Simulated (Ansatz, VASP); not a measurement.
# Tl: VASP beside Ansatz

```
CELL_PARAMETERS angstrom
3.45600 0.05184 0.05184
-1.68310 2.96706 0.01897
0.08288 0.08288 5.52500
ATOMIC_POSITIONS crystal
Tl 0.33333 0.66667 0.25000
Tl 0.66667 0.33333 0.75000
```

Change from the starting cell: equal xy, yz and zx shear strains of +3 %.

Alike in both runs: task single point; functional PBE; k mesh 11 × 11 × 6; occupations fermi-dirac, width 0.05 eV; no spin polarisation.

|  | VASP | Ansatz |
| --- | --- | --- |
| version | VASP 6.6.1 | Ansatz 0.2.0 |
| potentials or method | VASP PAW PBE potentials, release 64 (Tl_d), cutoff 520 eV | all-electron LAPW, scalar-relativistic |

|  | VASP | Ansatz | Ansatz less VASP |
| --- | --- | --- | --- |
| pressure (GPa) | 3.2 | 3.2 | +0.08 |
| traceless stress, the component that is largest in VASP (GPa) | -0.27 | -0.27 | 0.000 |
| rms of the force components (eV/Å) | 0.016 | 0.016 | 0.0000 |

Atom by atom the forces differ by 0.000 eV/Å (rms over components). Ansatz ran all-electron here, and VASP with PAW potentials.

Neither program's run includes spin-orbit coupling.
